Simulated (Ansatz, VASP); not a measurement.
## LiF: VASP beside Ansatz

```xyz
4
Lattice="3.0099 0.0000 0.0000 -1.5049 2.6066 0.0000 0.0000 0.0000 4.8643" Properties=species:S:1:pos:R:3 pbc="T T T"
Li    0.0000    1.7378    1.8536
Li    1.5049    0.8689    4.2858
F     0.0000    1.7378    4.8348
F     1.5049    0.8689    2.4026
```

Alike in both runs: task single point; functional PBE; k mesh 9 × 9 × 6; occupations gaussian, width 0.05 eV; no spin polarisation.

|  | VASP | Ansatz |
| --- | --- | --- |
| version | VASP 6.6.1 | Ansatz 0.2.0 |
| potentials or method | VASP PAW PBE potentials, release 64 (Li_sv, F), cutoff 520 eV | scalar-relativistic, plane waves, PAW |
| valence electrons in the cell | 20 | 20 |

```csv
,VASP,Ansatz,Ansatz less VASP
gap on the k mesh at the Fermi level (eV),8.06,8.08,+0.014
least direct gap on the mesh (eV),8.06,8.08,+0.014
rms of the force components (eV/Å),0.072,0.068,-0.0041
```

Atom by atom the forces differ by 0.004 eV/Å (rms over components).

Noted on VASP's run: the cutoff is short for stress, so the pressure is rough.
